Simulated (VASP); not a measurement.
Wanted: the native input for a VASP 6.6.1 run.

| Item | Value |
| --- | --- |
| Task | single point |
| Functional | PBE |
| Potentials or basis | VASP PAW PBE potentials, release 64 (Al) |
| Cutoff | 520 eV |
| k mesh | 1 × 1 × 1 |
| Occupations | gaussian, width 0.05 eV |
| Spin | collinear spin |
| Dipole correction | no |
| Further INCAR settings | LREAL = Auto; ALGO = Normal; EDIFF = 1e-06; NBANDS = 136 |

The structure of Al (a cell with a defect) lies in POSCAR:

```
Al
1.0
   -6.3648750000      6.3648750000      6.3648750000
    6.3648750000     -6.3648750000      6.3648750000
    6.3648750000      6.3648750000     -6.3648750000
Al
63
Direct
   -0.0022700435      0.0344115813      0.1964363231
   -0.0328499959      0.0139194801      0.4441131203
    0.0085229309     -0.0018954562      0.7746536044
   -0.0365505667      0.2195599685     -0.0712609916
   -0.0130753681      0.2739523072      0.2045037250
   -0.0079148212      0.2770730561      0.4549587614
   -0.0653261465      0.1830918806      0.6576431878
   -0.0071557347      0.5073830004     -0.0031375761
   -0.0001075160      0.5479988036      0.2624404485
    0.0528444283      0.5703499593      0.5283067285
   -0.0021182798      0.4657083507      0.7114876307
    0.0276760869      0.7874815029      0.0210518340
   -0.0098983297      0.7943753245      0.2659364525
    0.0272548824      0.8038732126      0.5398684030
    0.0749465716      0.7645635424      0.7776598492
    0.2417001482      0.0235535169      0.0536596451
    0.2453956973      0.0247035170      0.3032291480
    0.2478638409      0.0177622425      0.5414781434
    0.2986121930      0.0156914118      0.8160758072
    0.2580049134      0.2503951042      0.0097730817
    0.2520331020      0.2620950521      0.2542630229
    0.2452994006      0.2505979672      0.5006864100
    0.2213069651      0.2224814569      0.7356207607
    0.1722586333      0.4304823082     -0.0864240916
    0.2074853672      0.4697454613      0.1833584112
    0.2511827456      0.4983058691      0.4728509053
    0.2507315342      0.4681425478      0.7159496215
    0.2412042647      0.7233788702     -0.0170268077
    0.2289294023      0.7614993112      0.2623887116
    0.2572886177      0.7741262329      0.5181685847
    0.3198997747      0.7560706075      0.7781585355
    0.5077743686      0.0334102774      0.0592911058
    0.4512177528     -0.0267846346      0.2616507401
    0.4757978690     -0.0190636078      0.5385184314
    0.5390497800     -0.0182126917      0.7904885024
    0.5501015152      0.3004049441      0.0823255973
    0.5187957844      0.2594822948      0.3092596345
    0.5014437457      0.2385448195      0.5581722988
    0.5076641272      0.2240437654      0.8005593901
    0.4439892421      0.4601590657     -0.0160234536
    0.5033821009      0.5017432983      0.2629484302
    0.5499777462      0.5029692925      0.5355019171
    0.5044969143      0.4614897790      0.7715159180
    0.4968225131      0.7089949010     -0.0387161672
    0.4194711139      0.6794151397      0.1742517347
    0.4649381289      0.7184110346      0.4462767477
    0.5521617208      0.7282733274      0.7406709447
    0.7941472166      0.0021293479     -0.0392697420
    0.7443204309      0.0026526311      0.2087471168
    0.6719548091     -0.0572687295      0.4221545698
    0.7224475368     -0.0498337986      0.6808890340
    0.7612103132      0.2671054263      0.0084837886
    0.7918763911      0.3223993122      0.2845734061
    0.7341050025      0.2295884050      0.4852077381
    0.7366950906      0.2299309654      0.7401068139
    0.7259322036      0.5103842754      0.0282899301
    0.7854093103      0.5704068192      0.3046099307
    0.8071577054      0.5311181789      0.5408312956
    0.7702843656      0.5006648049      0.7648804457
    0.7619587188      0.7603788350     -0.0054856815
    0.6909344178      0.7337601405      0.2138181383
    0.7550694570      0.7491080021      0.4994123172
    0.8238081973      0.7743540194      0.7791471949
```

These files were run (other wordings do the same):

INCAR

```
SYSTEM = Al
PREC = Accurate
ENCUT = 520
EDIFF = 1E-6
ISMEAR = 0
SIGMA = 0.05
LREAL = Auto
LASPH = .True.
NELM = 150
ALGO = Normal
ISIF = 2
LWAVE = .False.
LCHARG = .False.
ISPIN = 2
MAGMOM = 0 0.01 0 0.01 0.01 0.01 0 0 0 0.02 0.01 0.01 0.01 0.02 0 0.01 0 0.01 0 0 0.02 0 0.02 0 0 0 0.02 0 0.01 0 0 0 0 0 0 0 0 0 0 0.01 0.01 0.01 0.01 0 0 0.02 0 0.01 0 0 0 0 0 0 0 0 0.01 0 0 0 0.01 0 0.01
LORBIT = 11
GGA = PE
NBANDS = 136
```

KPOINTS

```
regular mesh
0
Gamma
  1 1 1
  0 0 0
```

Potentials or basis: VASP PAW PBE potentials, release 64 (Al).

Command:

```bash
$ cat potpaw_PBE.64/Al/POTCAR > POTCAR
$ mpirun -np 1 vasp_gam > vasp.out
```

Results of the run:

The pressure is 3.3 GPa and the largest force is 0.039 eV/Å. The net moment is 0.79 μB per cell and the valence electrons inside the program's atomic spheres are Al 0.79, 0.76, 0.78, 0.77, 0.81, 0.80, 0.75, 0.82 (each value once).

Caveat: the k points lie up to 0.70 Å⁻¹ apart.

Wall time 20 min on 1 thread of Intel Xeon 8259CL (shared host), peak memory 1.4 GiB.
